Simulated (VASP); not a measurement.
# BP (k07) (F-43m) in VASP: further runs

The runs below take BP (k07) through single point, relaxation of cell and atoms, with PBEsol.

All numbers are computed with VASP 6.6.1; they aren't measurements. Logs are shortened: lines on timing, memory, paths and dates and some standing lists are left out, and cuts for length are marked.

**1. The cell of the first run**

The structure is cubic, space group F-43m (No. 216). The conventional cell has a = 4.520 Å, b = 4.520 Å, c = 4.520 Å, α = 90.00°, β = 90.00°, γ = 90.00°. Within 2.6 Å of B (site symmetry -43m) lie 4 P at 1.96 Å. Within 2.6 Å of P (site symmetry -43m) lie 4 B at 1.96 Å.

**2. Single point, PBEsol**

The input, INCAR:

```
  ALGO = Normal
  EDIFF = 1E-6
  ENCUT = 500
  GGA = PS
  GGA_COMPAT = False
  ISIF = 2
  ISMEAR = 0
  LASPH = True
  LCHARG = False
  LREAL = False
  LWAVE = False
  NBANDS = 11
  NELM = 120
  PREC = Accurate
  SIGMA = 0.02
```

The input, KPOINTS:

```
k-points
0
Gamma
  12 12 12
```

The input, POSCAR:

```
BP
1.0
    0.0000000000      2.2600463839      2.2600463839
    2.2600463839      0.0000000000      2.2600463839
    2.2600463839      2.2600463839      0.0000000000
B P
1 1
Direct
    0.0000000000      0.0000000000      0.0000000000
    0.2500000000      0.2500000000      0.2500000000
```

Potentials or basis: VASP PAW PBE potentials, release 64 (B, P).

On the command line:

```
$ cat potpaw_PBE.64/B/POTCAR potpaw_PBE.64/P/POTCAR > POTCAR
$ mpirun -np 1 vasp_std > vasp.out
```

OUTCAR:

```text
EDIFF = 1E-6
   ENCUT = 500
   GGA = PS
   ISIF = 2
   ISMEAR = 0
   LASPH = True
   LREAL = False
   NELM = 120
   PREC = Accurate

 ion  position               nearest neighbor table
   1  0.000  0.000  0.000-   2 1.96   2 1.96   2 1.96   2 1.96
   2  0.250  0.250  0.250-   1 1.96   1 1.96   1 1.96   1 1.96

  LATTYP: Found a face centered cubic cell.
 ALAT       =     4.5200927678

  Lattice vectors:

 A1 = (   0.0000000000,   2.2600463839,   2.2600463839)
 A2 = (   2.2600463839,   0.0000000000,   2.2600463839)
 A3 = (   2.2600463839,   2.2600463839,   0.0000000000)

Analysis of symmetry for initial positions (statically):
=====================================================================
 Subroutine PRICEL returns:
 Original cell was already a primitive cell.

 Routine SETGRP: Setting up the symmetry group for a
 face centered cubic supercell.

 Subroutine GETGRP returns: Found 24 space group operations
 (whereof 24 operations were pure point group operations)
 out of a pool of 48 trial point group operations.

The static configuration has the point symmetry T_d .

Analysis of symmetry for dynamics (positions and initial velocities):
=====================================================================
 Subroutine PRICEL returns:
 Original cell was already a primitive cell.

 Routine SETGRP: Setting up the symmetry group for a
 face centered cubic supercell.

 Subroutine GETGRP returns: Found 24 space group operations
 (whereof 24 operations were pure point group operations)
 out of a pool of 48 trial point group operations.

The dynamic configuration has the point symmetry T_d .

 Subroutine INISYM returns: Found 24 space group operations
 (whereof 24 operations are pure point group operations),
 and found     1 'primitive' translations

----------------------------------------------------------------------------------------

                                     Primitive cell

  volume of cell :      23.0878

  direct lattice vectors                    reciprocal lattice vectors
     0.000000000  2.260046384  2.260046384    -0.221234397  0.221234397  0.221234397
     2.260046384  0.000000000  2.260046384     0.221234397 -0.221234397  0.221234397
     2.260046384  2.260046384  0.000000000     0.221234397  0.221234397 -0.221234397

  length of vectors
     3.196188248  3.196188248  3.196188248     0.383189217  0.383189217  0.383189217

  position of ions in fractional coordinates (direct lattice)
     0.000000000  0.000000000  0.000000000
     0.250000000  0.250000000  0.250000000

  ion indices of the primitive-cell ions
   primitive index   ion index
                 1           1
                 2           2

----------------------------------------------------------------------------------------

 KPOINTS: k-points

Automatic generation of k-mesh.
 Grid dimensions read from file:
 generate k-points for:   12   12   12

 Generating k-lattice:

  Cartesian coordinates                     Fractional coordinates (reciprocal lattice)
    -0.018436200  0.018436200  0.018436200     0.083333333  0.000000000  0.000000000
     0.018436200 -0.018436200  0.018436200     0.000000000  0.083333333  0.000000000
     0.018436200  0.018436200 -0.018436200     0.000000000  0.000000000  0.083333333

  Length of vectors
     0.031932435  0.031932435  0.031932435

  Shift w.r.t. Gamma in fractional coordinates (k-lattice)
     0.000000000  0.000000000  0.000000000

 Subroutine IBZKPT returns following result:
 ===========================================

 Found     72 irreducible k-points:

 Following reciprocal coordinates:
            Coordinates               Weight
  0.000000  0.000000  0.000000      1.000000
  0.083333  0.000000  0.000000      8.000000
  0.166667  0.000000  0.000000      8.000000
  0.250000  0.000000  0.000000      8.000000
  0.333333  0.000000  0.000000      8.000000
  0.416667  0.000000  0.000000      8.000000
[... 16 lines left out ...]
  0.500000  0.166667  0.000000     24.000000
 -0.416667  0.166667  0.000000     24.000000
 [... further k-points ...]
   k-points           NKPTS =     72   k-points in BZ     NKDIM =     72   number of bands    NBANDS=     11
   number of dos      NEDOS =    301   number of ions     NIONS =      2
   total plane-waves  NPLWV =  13824
   dimension x,y,z NGX =    24 NGY =   24 NGZ =   24
   dimension x,y,z NGXF=    48 NGYF=   48 NGZF=   48
   ions per type =               1   1
   NGX,Y,Z   is equivalent  to a cutoff of  12.48, 12.48, 12.48 a.u.
   NGXF,Y,Z  is equivalent  to a cutoff of  24.97, 24.97, 24.97 a.u.
 SYSTEM =  unknown system
   PREC   = accura    normal or accurate (medium, high low for compatibility)
   ISTART =      0    job   : 0-new  1-cont  2-samecut
   ICHARG =      2    charge: 1-file 2-atom 10-const
   ISPIN  =      1    spin polarized calculation?
   LNONCOLLINEAR =      F non collinear calculations
   LSORBIT =      F    spin-orbit coupling
   LASPH  =      T    aspherical Exc in radial PAW
   ENCUT  =  500.0 eV  36.75 Ry    6.06 a.u.   5.83  5.83  5.83*2*pi/ulx,y,z
   NELM   =    120;   NELMIN=  2; NELMDL= -5     # of ELM steps
   EDIFF  = 0.1E-05   stopping-criterion for ELM
   LREAL  =      F    real-space projection
   EDIFFG = 0.1E-04   stopping-criterion for IOM
   NSW    =      0    number of steps for IOM
   IBRION =     -1    ionic relax: 0-MD 1-quasi-New 2-CG
   NFREE  =      0    steps in history (QN), initial steepest desc. (CG)
   ISIF   =      2    stress and relaxation
   ISYM   =      2    0-nonsym 1-usesym 2-fastsym
   POTIM  = 0.5000    time-step for ionic-motion
   TEBEG  =    0.0;   TEEND  =   0.0 temperature during run
   PSTRESS=    0.0 pullay stress
   NELECT =       8.0000    total number of electrons
   NUPDOWN=      -1.0000    fix difference up-down
   EMIN   =  10.00;   EMAX   =-10.00  energy-range for DOS
   EFERMI =   0.00;   METHOD = LEGACY
   ISMEAR =     0;   SIGMA  =   0.02  broadening in eV -4-tet -1-fermi 0-gaus
   EFERMI_NEDOS =   21; number of points for ismear=-14 and -15
   IALGO  =     38    algorithm
   IMIX   =      4    mixing-type and parameters
     AMIX     =   0.40;   BMIX     =  1.00
     AMIX_MAG =   1.60;   BMIX_MAG =  1.00
  volume/ion in A,a.u.               =      11.54        77.90
  Fermi-wavevector in a.u.,A,eV,Ry     =   1.149858  2.172916 17.989256  1.322173
  Thomas-Fermi vector in A             =   2.286525
   LORBIT       =      0    0 simple, 1 ext, 2 COOP (PROOUT), +10 PAW based schemes
   GGA     = PS    functional components
   LHFCALC =     F    Hartree Fock is set to
   AEXX    =    0.0000 exact exchange contribution
   IVDW    =     0    specifies the selected vdW correction
   LEPSILON=     F    determine dielectric tensor
   LRPA    =     F    only Hartree local field effects (RPA)
 non-spin polarized calculation
 Gauss-broadening in eV      SIGMA  =   0.02
  energy-cutoff  :      500.00
  volume of cell :       23.09
 maximum number of plane-waves:       604
   NGX = 11   NGY = 11   NGZ = 11

 number of electron       8.0000001 magnetization

 Free energy of the ion-electron system (eV)
  ---------------------------------------------------
  ext. energy  EPLUGINS =         0.00000000
  ---------------------------------------------------
  free energy    TOTEN  =       -13.67359552 eV

  energy without entropy =      -13.67359552  energy(sigma->0) =      -13.67359552

 E-fermi :   7.7174     XC(G=0): -11.0959

 val. band max:        7.5463870943   @ k =   0.0000   0.0000   0.0000
 cond. band min:       8.6554111726   @ k =   0.4167   0.4167   0.0000
 fundamental gap:      1.1090240784
 Fermi energy:         7.7174423848

 k-point     1 :       0.0000    0.0000    0.0000
  band No.  band energies     occupation
      1      -8.0582      2.00000
      2       7.5464      2.00000
      3       7.5464      2.00000
      4       7.5464      2.00000
      5      10.9208      0.00000
      6      10.9208      0.00000
      7      10.9208      0.00000
      8      15.0691      0.00000
      9      18.8705      0.00000
     10      19.7029      0.00000
     11      19.7029      0.00000

 k-point     2 :       0.0833    0.0000    0.0000
  band No.  band energies     occupation
      1      -7.9313      2.00000
      2       6.5695      2.00000
      3       7.3273      2.00000
      4       7.3273      2.00000
      5      11.2228      0.00000
      6      11.2228      0.00000
      7      11.2823      0.00000
      8      15.4268      0.00000
      9      19.1426      0.00000
     10      19.1426      0.00000
     11      19.2884      0.00000

 k-point     3 :       0.1667    0.0000    0.0000
  band No.  band energies     occupation
      1      -7.5538      2.00000
      2       4.6678      2.00000
      3       6.8679      2.00000
      4       6.8679      2.00000
      5      11.5626      0.00000
      6      11.8399      0.00000
      7      11.8399      0.00000
      8      16.3041      0.00000
      9      18.4514      0.00000
     10      18.4514      0.00000
     11      20.1446      0.00000

 k-point     4 :       0.2500    0.0000    0.0000
  band No.  band energies     occupation
      1      -6.9372      2.00000
      2       2.6317      2.00000
      3       6.4102      2.00000
      4       6.4102      2.00000
      5      11.5552      0.00000
      6      12.2915      0.00000
      7      12.2915      0.00000
      8      17.1738      0.00000
      9      18.4732      0.00000
     10      18.4732      0.00000
     11      20.4641      0.00000

 k-point     5 :       0.3333    0.0000    0.0000
  band No.  band energies     occupation
      1      -6.1139      2.00000
      2       0.7195      2.00000
      3       6.0560      2.00000
      4       6.0560      2.00000
      5      11.4599      0.00000
      6      12.3689      0.00000
      7      12.3689      0.00000
      8      17.5707      0.00000
      9      19.4252      0.00000
     10      19.4252      0.00000
     11      20.9009      0.00000
[... 211 lines left out ...]
 k-point    21 :       0.3333    0.1667    0.0000
  band No.  band energies     occupation
      1      -6.2445      2.00000
      2       2.1684      2.00000
      3       4.9675      2.00000
      4       4.9855      2.00000
      5      10.4142      0.00000
      6      13.6906      0.00000
      7      14.1849      0.00000
      8      14.4994      0.00000
      9      20.1534      0.00000
     10      21.1494      0.00000
     11      22.2949      0.00000

 k-point    22 :       0.4167    0.1667    0.0000
  band No.  band energies     occupation
      1      -5.3793      2.00000
      2       0.4350      2.00000
      3       4.3988      2.00000
      4       4.8451      2.00000
      5      10.6122      0.00000
      6      14.0068      0.00000
      7      14.3285      0.00000
      8      14.8538      0.00000
      9      20.4700      0.00000
     10      22.2364      0.00000
     11      22.9178      0.00000

 k-point    23 :       0.5000    0.1667    0.0000
  band No.  band energies     occupation
      1      -4.5158      2.00000
      2      -0.9150      2.00000
      3       3.9098      2.00000
      4       4.9235      2.00000
      5      10.7487      0.00000
      6      13.9213      0.00000
      7      13.9787      0.00000
      8      16.4688      0.00000
      9      20.0646      0.00000
     10      22.2405      0.00000
     11      23.6149      0.00000

 k-point    24 :      -0.4167    0.1667    0.0000
  band No.  band energies     occupation
      1      -4.3329      2.00000
      2      -1.1624      2.00000
      3       3.5802      2.00000
      4       5.1919      2.00000
      5      11.0157      0.00000
      6      13.6413      0.00000
      7      13.8601      0.00000
      8      17.9429      0.00000
      9      19.4716      0.00000
     10      20.3628      0.00000
     11      23.5765      0.00000

 [... further k-points ...]

------------------------ aborting loop because EDIFF is reached ----------------------------------------

  FORCE on cell =-STRESS in cart. coord.  units (eV):
  Direction    XX          YY          ZZ          XY          YZ          ZX
  --------------------------------------------------------------------------------------
  -------------------------------------------------------------------------------------
  Total        0.0164977      0.0164977      0.0164977      0.0000000      0.0000000      0.0000000
  in kB        1.1448556      1.1448556      1.1448556      0.0000000      0.0000000      0.0000000
  external PRESSURE =       1.1448556 kB  Pullay stress =       0.0000000 kB

 VOLUME and BASIS-vectors are now :
 -----------------------------------------------------------------------------
  energy-cutoff  :      500.00
  volume of cell :       23.09
      direct lattice vectors                 reciprocal lattice vectors
     0.000000000  2.260046384  2.260046384    -0.221234397  0.221234397  0.221234397
     2.260046384  0.000000000  2.260046384     0.221234397 -0.221234397  0.221234397
     2.260046384  2.260046384  0.000000000     0.221234397  0.221234397 -0.221234397

 POSITION                                       TOTAL-FORCE (eV/Angst)
 -----------------------------------------------------------------------------------
      0.00000      0.00000      0.00000         0.000000      0.000000      0.000000
      1.13002      1.13002      1.13002        -0.000000     -0.000000     -0.000000
 -----------------------------------------------------------------------------------
    total drift:                                0.000000      0.000000      0.000000

  FREE ENERGIE OF THE ION-ELECTRON SYSTEM (eV)
  ---------------------------------------------------
  free  energy   TOTEN  =       -13.6735955162 eV

  energy  without entropy=      -13.6735955162  energy(sigma->0) =      -13.67359552
```

Run time: 18 s. Hardware: 1 thread of Intel Xeon 8259CL, shared host; peak memory 0.14 GiB.

Results:

```yaml
Free_energy: -13.6736 eV
Pressure: 0.1 GPa
Band_gap_on_the_k_mesh: 1.11 eV, indirect (least direct gap 3.37 eV)
```

Levels at points of the mesh, in eV from the valence-band top:
```tsv
k point	band 1	band 2	band 3	band 4	band 5	band 6	band 7	band 8
(0.00, 0.00, 0.00)	-15.60	0.00	0.00	0.00	3.37	3.37	3.37	7.52
(0.50, 0.00, 0.00)	-12.21	-9.18	-1.78	-1.78	3.80	4.66	4.66	9.97
(0.50, 0.50, 0.00)	-10.67	-8.66	-4.19	-4.19	1.20	1.51	12.21	12.21
```

Caveat: the PAW data sets were made with another functional, which shifts forces and pressure a little. Expect the measured gap to be larger: semilocal functionals such as PBEsol lack the derivative discontinuity.

(Part 1 of 2 ends here.)
